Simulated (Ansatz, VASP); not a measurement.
# ZrB2 in VASP and in Ansatz

```xyz
3
Lattice="3.1650 0.0000 0.0000 -1.5825 2.7410 0.0000 0.0000 0.0000 3.5200" Properties=species:S:1:pos:R:3 pbc="T T T"
Zr    0.0000    0.0000    0.0000
B     0.0000    1.8273    1.7600
B     1.5825    0.9137    1.7600
```

Alike in both runs: task relaxation of cell and atoms; functional LDA; k mesh 15 × 15 × 12; occupations gaussian, width 0.1 eV; no spin polarisation.

```csv
,VASP,Ansatz
version,VASP 6.6.1,Ansatz 0.2.0
potentials or method,"VASP PAW LDA potentials, release 64 (Zr_sv, B), cutoff 600 eV","scalar-relativistic, plane waves, PAW"
valence electrons in the cell,18,18
```

Ansatz gave:

- gap on the k mesh at the Fermi level, each at its own relaxed structure (eV): none
- relaxed volume (Å³/atom): 9.88
- relaxed length of the cell vector where the two differ most in proportion (Å): 3.489

Question: Estimate VASP's values.

Answer: gap on the k mesh at the Fermi level, each at its own relaxed structure (eV): none; relaxed volume (Å³/atom): 9.90; relaxed length of the cell vector where the two differ most in proportion (Å): 3.492.

LDA's correlation is that of Perdew and Zunger in VASP and of Perdew and Wang (1992) in Ansatz. A gap of «none» marks a metal or a gap that the smearing closes.
